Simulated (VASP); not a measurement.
# Li (P6_3/mmc) in VASP: a series of runs

The runs below take Li through single point, relaxation of cell and atoms, with LDA.

All numbers are computed with VASP 6.6.1; they aren't measurements. Logs are shortened: lines on timing, memory, paths and dates and some standing lists are left out, and cuts for length are marked.

## 1. The cell of the first run

The structure is hexagonal, space group P6_3/mmc (No. 194). The conventional cell has a = 2.989 Å, b = 2.989 Å, c = 4.903 Å, α = 90.00°, β = 90.00°, γ = 120.00°. Li (site symmetry -6m2) has 12 Li at 2.99 to 3.00 Å within 3.9 Å.

## 2. Single point, LDA

Contents of INCAR:

```
  ALGO = Normal
  EDIFF = 1E-6
  ENCUT = 520
  ISIF = 2
  ISMEAR = 0
  LASPH = T
  LCHARG = T
  LELF = T
  LREAL = F
  LVHAR = T
  LWAVE = F
  NBANDS = 10
  NELM = 100
  PREC = Accurate
  SIGMA = 0.1
```

Contents of KPOINTS:

```
k-points
0
Gamma
  15 15 8
```

Contents of POSCAR:

```
Li
1.0
    2.9893038133      0.0000000000      0.0000000000
   -1.4946519067      2.5888130420      0.0000000000
    0.0000000000      0.0000000000      4.9034198196
Li
2
Direct
    0.3333333333      0.6666666667      0.2500000000
    0.6666666667      0.3333333333      0.7500000000
```

Potentials or basis: VASP PAW LDA potentials, release 64 (Li_sv).

On the command line:

```
$ cat potpaw_LDA.64/Li_sv/POTCAR > POTCAR
$ mpirun -np 1 vasp_std > vasp.out
```

OUTCAR:

```text
EDIFF = 1E-6
   ENCUT = 520
   ISIF = 2
   ISMEAR = 0
   LASPH = T
   LREAL = F
   NELM = 100
   PREC = Accurate

 ion  position               nearest neighbor table
   1  0.333  0.667  0.250-
   2  0.667  0.333  0.750-

  LATTYP: Found a hexagonal cell.
 ALAT       =     2.9893038133
 C/A-ratio  =     1.6403216688

  Lattice vectors:

 A1 = (   2.9893038133,   0.0000000000,   0.0000000000)
 A2 = (  -1.4946519067,   2.5888130420,   0.0000000000)
 A3 = (   0.0000000000,   0.0000000000,   4.9034198196)

Analysis of symmetry for initial positions (statically):
=====================================================================
 Subroutine PRICEL returns:
 Original cell was already a primitive cell.

 Routine SETGRP: Setting up the symmetry group for a
 hexagonal supercell.

 Subroutine GETGRP returns: Found 24 space group operations
 (whereof 12 operations were pure point group operations)
 out of a pool of 24 trial point group operations.

The static configuration has the point symmetry D_3d.
 The point group associated with its full space group is D_6h.

Analysis of symmetry for dynamics (positions and initial velocities):
=====================================================================
 Subroutine PRICEL returns:
 Original cell was already a primitive cell.

 Routine SETGRP: Setting up the symmetry group for a
 hexagonal supercell.

 Subroutine GETGRP returns: Found 24 space group operations
 (whereof 12 operations were pure point group operations)
 out of a pool of 24 trial point group operations.

The dynamic configuration has the point symmetry D_3d.
 The point group associated with its full space group is D_6h.

 Subroutine INISYM returns: Found 24 space group operations
 (whereof 12 operations are pure point group operations),
 and found     1 'primitive' translations

----------------------------------------------------------------------------------------

                                     Primitive cell

  volume of cell :      37.9463

  direct lattice vectors                    reciprocal lattice vectors
     2.989303813  0.000000000  0.000000000     0.334526051  0.193138706  0.000000000
    -1.494651907  2.588813042  0.000000000     0.000000000  0.386277411  0.000000000
     0.000000000  0.000000000  4.903419820     0.000000000  0.000000000  0.203939299

  length of vectors
     2.989303813  2.989303813  4.903419820     0.386277411  0.386277411  0.203939299

  position of ions in fractional coordinates (direct lattice)
     0.333333333  0.666666667  0.250000000
     0.666666667  0.333333333  0.750000000

  ion indices of the primitive-cell ions
   primitive index   ion index
                 1           1
                 2           2

----------------------------------------------------------------------------------------

 KPOINTS: k-points

Automatic generation of k-mesh.
 Grid dimensions read from file:
 generate k-points for:   15   15    8

 Generating k-lattice:

  Cartesian coordinates                     Fractional coordinates (reciprocal lattice)
     0.022301737  0.012875914  0.000000000     0.066666667  0.000000000  0.000000000
     0.000000000  0.025751827  0.000000000     0.000000000  0.066666667  0.000000000
     0.000000000  0.000000000  0.025492412     0.000000000  0.000000000  0.125000000

  Length of vectors
     0.025751827  0.025751827  0.025492412

  Shift w.r.t. Gamma in fractional coordinates (k-lattice)
     0.000000000  0.000000000  0.000000000

 Subroutine IBZKPT returns following result:
 ===========================================

 Found    135 irreducible k-points:

 Following reciprocal coordinates:
            Coordinates               Weight
  0.000000  0.000000  0.000000      1.000000
  0.066667  0.000000  0.000000      6.000000
  0.133333 -0.000000  0.000000      6.000000
  0.200000  0.000000  0.000000      6.000000
  0.266667 -0.000000  0.000000      6.000000
  0.333333  0.000000  0.000000      6.000000
[... 16 lines left out ...]
  0.333333  0.200000  0.000000     12.000000
  0.400000  0.200000  0.000000      6.000000
 [... further k-points ...]
   k-points           NKPTS =    135   k-points in BZ     NKDIM =    135   number of bands    NBANDS=     10
   number of dos      NEDOS =    301   number of ions     NIONS =      2
   total plane-waves  NPLWV =  20736
   dimension x,y,z NGX =    24 NGY =   24 NGZ =   36
   dimension x,y,z NGXF=    48 NGYF=   48 NGZF=   72
   ions per type =               2
   NGX,Y,Z   is equivalent  to a cutoff of  13.35, 13.35, 12.21 a.u.
   NGXF,Y,Z  is equivalent  to a cutoff of  26.69, 26.69, 24.41 a.u.
 SYSTEM =  unknown system
   PREC   = accura    normal or accurate (medium, high low for compatibility)
   ISTART =      0    job   : 0-new  1-cont  2-samecut
   ICHARG =      2    charge: 1-file 2-atom 10-const
   ISPIN  =      1    spin polarized calculation?
   LNONCOLLINEAR =      F non collinear calculations
   LSORBIT =      F    spin-orbit coupling
[... 32 lines left out ...]
   LEPSILON=     F    determine dielectric tensor
   LRPA    =     F    only Hartree local field effects (RPA)
 non-spin polarized calculation
 Gauss-broadening in eV      SIGMA  =   0.10
  energy-cutoff  :      520.00
  volume of cell :       37.95
 maximum number of plane-waves:      1050
 NGX is ok and might be reduce to    24
   NGX = 11   NGY = 11   NGZ = 19

 number of electron       6.0000007 magnetization

 Free energy of the ion-electron system (eV)
  ---------------------------------------------------
  ext. energy  EPLUGINS =         0.00000000
  ---------------------------------------------------
  free energy    TOTEN  =        -4.09425869 eV

  energy without entropy =       -4.08891359  energy(sigma->0) =       -4.09158614

 E-fermi :   0.7961     XC(G=0):  -7.3129

 val. band max:        0.7790317913   @ k =   0.4000   0.0667   0.3750
 cond. band min:       0.8055427840   @ k =   0.4000   0.0000   0.5000
 fundamental gap:      0.0265109927
 Fermi energy:         0.7960882241

 k-point     1 :       0.0000    0.0000    0.0000
  band No.  band energies     occupation
      1     -44.7304      2.00000
      2     -44.7046      2.00000
      3      -2.7828      2.00000
      4       0.7102      1.77560
      5       3.9440      0.00000
      6      13.6806      0.00000
      7      13.6806      0.00000
      8      15.1445      0.00000
      9      15.1445      0.00000
     10      15.6214      0.00000

 k-point     2 :       0.0667    0.0000    0.0000
  band No.  band energies     occupation
      1     -44.7293      2.00000
      2     -44.7041      2.00000
      3      -2.7116      2.00000
      4       0.8079      0.86786
      5       3.9642      0.00000
      6      12.9080      0.00000
      7      13.1295      0.00000
      8      15.1353      0.00000
      9      15.4684      0.00000
     10      15.5500      0.00000

 k-point     3 :       0.1333   -0.0000    0.0000
  band No.  band energies     occupation
      1     -44.7264      2.00000
      2     -44.7027      2.00000
      3      -2.4982      2.00000
      4       1.1006      0.00002
      5       4.0200      0.00000
      6      11.3070      0.00000
      7      12.2215      0.00000
      8      15.0530      0.00000
      9      15.1720      0.00000
     10      15.5737      0.00000

 k-point     4 :       0.2000    0.0000    0.0000
  band No.  band energies     occupation
      1     -44.7220      2.00000
      2     -44.7007      2.00000
      3      -2.1418      2.00000
      4       1.5876      0.00000
      5       4.0844      0.00000
      6       9.6092      0.00000
      7      11.3679      0.00000
      8      14.0466      0.00000
      9      14.1910      0.00000
     10      15.2333      0.00000
[... 222 lines left out ...]
 k-point    22 :       0.2667    0.2000    0.0000
  band No.  band energies     occupation
      1     -44.7060      2.00000
      2     -44.6958      2.00000
      3      -0.1304      2.00000
      4       3.9455      0.00000
      5       4.2806      0.00000
      6       5.4875      0.00000
      7       7.8335      0.00000
      8       9.9256      0.00000
      9      12.0926      0.00000
     10      12.2176      0.00000

 k-point    23 :       0.3333    0.2000    0.0000
  band No.  band energies     occupation
      1     -44.7025      2.00000
      2     -44.6957      2.00000
      3       0.6982      1.83395
      4       3.0877      0.00000
      5       5.2479      0.00000
      6       5.3842      0.00000
      7       7.4276      0.00000
      8       8.4214      0.00000
      9      11.6374      0.00000
     10      11.7746      0.00000

 k-point    24 :       0.4000    0.2000    0.0000
  band No.  band energies     occupation
      1     -44.7011      2.00000
      2     -44.6959      2.00000
      3       1.3100      0.00000
      4       2.3958      0.00000
      5       5.2553      0.00000
      6       6.2586      0.00000
      7       7.2733      0.00000
      8       7.3960      0.00000
      9      11.4776      0.00000
     10      11.6428      0.00000

 [... further k-points ...]

------------------------ aborting loop because EDIFF is reached ----------------------------------------

  FORCE on cell =-STRESS in cart. coord.  units (eV):
  Direction    XX          YY          ZZ          XY          YZ          ZX
  --------------------------------------------------------------------------------------
  -------------------------------------------------------------------------------------
  Total       -0.0271040     -0.0271040     -0.0212598      0.0000000      0.0000000      0.0000000
  in kB       -1.1443907     -1.1443907     -0.8976371      0.0000000      0.0000000      0.0000000
  external PRESSURE =      -1.0621395 kB  Pullay stress =       0.0000000 kB

 VOLUME and BASIS-vectors are now :
 -----------------------------------------------------------------------------
  energy-cutoff  :      520.00
  volume of cell :       37.95
      direct lattice vectors                 reciprocal lattice vectors
     2.989303813  0.000000000  0.000000000     0.334526051  0.193138706  0.000000000
    -1.494651907  2.588813042  0.000000000     0.000000000  0.386277411  0.000000000
     0.000000000  0.000000000  4.903419820     0.000000000  0.000000000  0.203939299

 POSITION                                       TOTAL-FORCE (eV/Angst)
 -----------------------------------------------------------------------------------
     -0.00000      1.72588      1.22585         0.000000      0.000000      0.000000
      1.49465      0.86294      3.67756        -0.000000     -0.000000      0.000000
 -----------------------------------------------------------------------------------
    total drift:                                0.000000     -0.000000      0.000000

  FREE ENERGIE OF THE ION-ELECTRON SYSTEM (eV)
  ---------------------------------------------------
  free  energy   TOTEN  =        -4.0942586870 eV

  energy  without entropy=       -4.0889135911  energy(sigma->0) =       -4.09158614
```

Wall time 10 s (1 thread of Intel Xeon 6975P-C (Granite Rapids), shared host); peak memory 0.15 GiB.

What came out:

```
Free energy            : -4.0943 eV
Band gap on the k mesh : zero (band 3 reaches 3.01 eV, above the bottom of band 4 at -1.67 eV)
```

Caveat: the cutoff is under 1.25 times the usual one of these potentials, so pressure, stress and relaxed cells hold a basis-set (Pulay) error.

## 3. Relaxation of cell and atoms, LDA

This run uses another cell than the first one, of 21.34 Å³/atom, 1.125 times its volume.

Contents of INCAR:

```
PREC     = Accurate       # precision mode
ENCUT    = 600            # plane-wave cutoff, eV
EDIFF    = 1E-6           # SCF threshold, eV
ISMEAR   = 0              # smearing method
SIGMA    = 0.1            # smearing width, eV
LREAL    = False          # projectors in reciprocal space
LASPH    = True           # aspherical terms in the spheres
NELM     = 100            # most SCF steps
ALGO     = Normal         # electronic algorithm
ISIF     = 3              # what is computed and relaxed
LWAVE    = False          # write WAVECAR
LCHARG   = False          # write CHGCAR
GGA      = CA             # functional
IBRION   = 2              # ionic algorithm
NSW      = 100            # ionic steps
EDIFFG   = -0.005         # ionic threshold
```

Contents of KPOINTS:

```
regular mesh
0
Gamma
  15 15 8
```

Contents of POSCAR:

```
Li
1.0
    3.1110000000      0.0000000000      0.0000000000
   -1.5555000000      2.6942050312      0.0000000000
    0.0000000000      0.0000000000      5.0930000000
Li
2
Direct
    0.3333333333      0.6666666667      0.2500000000
    0.6666666667      0.3333333333      0.7500000000
```

Potentials or basis: VASP PAW LDA potentials, release 64 (Li_sv).

On the command line:

```
$ cat potpaw_LDA.64/Li_sv/POTCAR > POTCAR
$ mpirun -np 1 vasp_std > vasp.out
```

Wall time 60 s (1 thread of Intel Xeon 6975P-C (Granite Rapids), shared host); peak memory 0.17 GiB.

It converged, with:

| Property | Result |
| --- | --- |
| Free energy | -4.0998 eV |
| Relaxed volume | 18.70 Å³/atom |
| Relaxed cell | a = 2.976 Å, b = 2.976 Å, c = 4.875 Å, α = 90.00°, β = 90.00°, γ = 120.00° |
| Space group after relaxing (to 0.05 Å) | P6_3/mmc (No. 194) |
| Energy gained by relaxing | 14.6 meV/atom |
| Ionic steps | 6 |
| Pressure after relaxing | 0.0 GPa |
| Band gap on the k mesh | zero (band 3 reaches 3.07 eV, above the bottom of band 4 at -1.64 eV) |

The path:
```csv
step,energy change (eV),largest force (eV/Å),pressure (GPa),volume (Å³)
1,0.0000,0.0000,-1.58,42.69
2,-0.0116,0.0000,-1.29,41.40
3,-0.0273,0.0000,-0.47,38.61
4,-0.0051,0.0000,2.11,33.41
5,-0.0291,0.0000,-0.05,37.51
6,-0.0291,0.0000,0.00,37.40
```

Final structure:
```xyz
2
Lattice="2.9762 0.0000 0.0000 -1.4881 2.5774 0.0000 0.0000 0.0000 4.8749" Properties=species:S:1:pos:R:3 pbc="T T T"
Li    0.0000    1.7183    1.2187
Li    1.4881    0.8591    3.6562
```

Levels at points of the mesh, in eV from the Fermi level:
```
           k point  band 1  band 2  band 3  band 4  band 5  band 6
(0.00, 0.00, 0.00)  -45.49  -45.47   -3.60   -0.08    3.21   13.00
(0.00, 0.00, 0.50)  -45.48  -45.48   -2.48   -2.48    8.35    8.35
```

Caveat: the cutoff is under 1.25 times the usual one of these potentials, so pressure, stress and relaxed cells hold a basis-set (Pulay) error; the volume moved by -12 % from the deposited cell, more than functionals usually miss. Zero-point motion and thermal expansion aren't in these numbers.

## 4. Single point, LDA

Contents of INCAR:

```
PREC = Accurate
ENCUT = 520
EDIFF = 1E-7
ISMEAR = 0
SIGMA = 0.1
LREAL = False
LASPH = True
NELM = 100
ALGO = Normal
ISIF = 2
LWAVE = False
LCHARG = True
GGA = CA
LELF = True
LVHAR = True
NBANDS = 10
```

Contents of KPOINTS:

```
Automatic mesh
0
Gamma
  18 18 10
```

Contents of POSCAR:

```
Li
1.0
    2.9893038133      0.0000000000      0.0000000000
   -1.4946519067      2.5888130420      0.0000000000
    0.0000000000      0.0000000000      4.9034198196
Li
2
Direct
    0.3333333333      0.6666666667      0.2500000000
    0.6666666667      0.3333333333      0.7500000000
```

On the command line:

```
$ cat potpaw_LDA.64/Li_sv/POTCAR > POTCAR
$ mpirun -np 1 vasp_std > vasp.out
```

Run time: 18 s. Hardware: 1 thread of Intel Xeon 6975P-C (Granite Rapids), shared host; peak memory 0.17 GiB.

It converged, with:

```
Free energy            : -4.0959 eV
Band gap on the k mesh : zero (band 3 reaches 3.02 eV, above the bottom of band 4 at -1.67 eV)
```

Levels at points of the mesh, in eV from the Fermi level:
```tsv
k point	band 1	band 2	band 3	band 4	band 5	band 6	band 7
(0.00, 0.00, 0.00)	-45.52	-45.50	-3.57	-0.08	3.15	12.89	12.89
(0.50, 0.00, 0.00)	-45.50	-45.49	-0.10	1.13	4.82	6.06	6.53
(0.00, 0.00, 0.50)	-45.51	-45.51	-2.46	-2.46	8.24	8.24	13.82
(0.50, 0.00, 0.50)	-45.49	-45.49	0.67	0.67	3.76	3.76	10.16
```

Caveat: the cutoff is under 1.25 times the usual one of these potentials, so pressure, stress and relaxed cells hold a basis-set (Pulay) error.

## 5. Relaxation of cell and atoms, LDA

Contents of INCAR:

```
SYSTEM = Li
PREC = Accurate ; ENCUT = 600
EDIFF = 1E-6 ; ISMEAR = 0
SIGMA = 0.1 ; LREAL = .False.
LASPH = .True. ; NELM = 100
ALGO = Normal ; ISIF = 3
LWAVE = .False. ; LCHARG = .False.
GGA = CA ; IBRION = 2
NSW = 100 ; EDIFFG = -0.005
```

Contents of KPOINTS:

```
regular mesh
0
Gamma
  18 18 10
  0 0 0
```

POSCAR is that of step 4.

On the command line:

```
$ cat potpaw_LDA.64/Li_sv/POTCAR > POTCAR
$ mpirun -np 1 vasp_std > vasp.out
```

Run time: 27 s. Hardware: 1 thread of Intel Xeon 6975P-C (Granite Rapids), shared host; peak memory 0.17 GiB.

Results (log left out):

* Free energy: -4.0955 eV
* Relaxed volume: 18.79 Å³/atom
* Relaxed cell: a = 2.979 Å, b = 2.979 Å, c = 4.890 Å, α = 90.00°, β = 90.00°, γ = 120.00°
* Space group after relaxing (to 0.05 Å): P6_3/mmc (No. 194)
* Energy gained by relaxing: 0.1 meV/atom
* Ionic steps: 3
* Pressure after relaxing: 0.0 GPa
* Band gap on the k mesh: zero (band 3 reaches 3.06 eV, above the bottom of band 4 at -1.65 eV)

Step by step:
| step | energy change (eV) | largest force (eV/Å) | pressure (GPa) | volume (Å³) |
| --- | --- | --- | --- | --- |
| 1 | 0.0000 | 0.0000 | -0.14 | 37.95 |
| 2 | -0.0001 | 0.0000 | -0.11 | 37.85 |
| 3 | -0.0002 | 0.0000 | -0.01 | 37.57 |

Final structure:
```
Li
1.0
     2.97850    0.00000    0.00000
    -1.48925    2.57946    0.00000
     0.00000    0.00000    4.89026
Li
2
Cartesian
  0.0000 1.7196 1.2226
  1.4893 0.8598 3.6677
```

Levels at points of the mesh, in eV from the Fermi level:
```csv
k point,band 1,band 2,band 3,band 4,band 5,band 6,band 7
"(0.00, 0.00, 0.00)",-45.50,-45.47,-3.59,-0.09,3.18,12.99,12.99
"(0.50, 0.00, 0.00)",-45.47,-45.47,-0.10,1.14,4.85,6.10,6.58
"(0.00, 0.00, 0.50)",-45.49,-45.49,-2.47,-2.47,8.29,8.29,13.93
"(0.50, 0.00, 0.50)",-45.47,-45.47,0.67,0.67,3.80,3.80,10.24
```

Caveat: the cutoff is under 1.25 times the usual one of these potentials, so pressure, stress and relaxed cells hold a basis-set (Pulay) error.

## 6. Overview

```tsv
task	cell	k mesh	cutoff (eV)	gap on the mesh (eV)	pressure (GPa)	relaxed volume (Å³/atom)
single point	a = 2.989, b = 2.989, c = 4.903 Å, angles 90.0, 90.0, 120.0°, 2 atoms	15 × 15 × 8	520	none	-	-
relaxation of cell and atoms	relaxed from a = 3.111, b = 3.111, c = 5.093 Å, angles 90.0, 90.0, 120.0°, 2 atoms	15 × 15 × 8	600	none	0.0	18.70
single point	a = 2.989, b = 2.989, c = 4.903 Å, angles 90.0, 90.0, 120.0°, 2 atoms	18 × 18 × 10	520	none	-	-
relaxation of cell and atoms	relaxed from a = 2.989, b = 2.989, c = 4.903 Å, angles 90.0, 90.0, 120.0°, 2 atoms	18 × 18 × 10	600	none	0.0	18.79
```

Alike in all rows: level LDA; potentials or basis VASP PAW LDA potentials, release 64 (Li_sv); no spin polarisation; smearing gaussian 0.1 eV.

Caveats: the cutoff is under 1.25 times the usual one of these potentials, so pressure, stress and relaxed cells hold a basis-set (Pulay) error; the volume moved by -12 % from the deposited cell, more than functionals usually miss (some runs).

Total energies depend on the potentials used, so only differences within one code and one set of settings carry meaning.
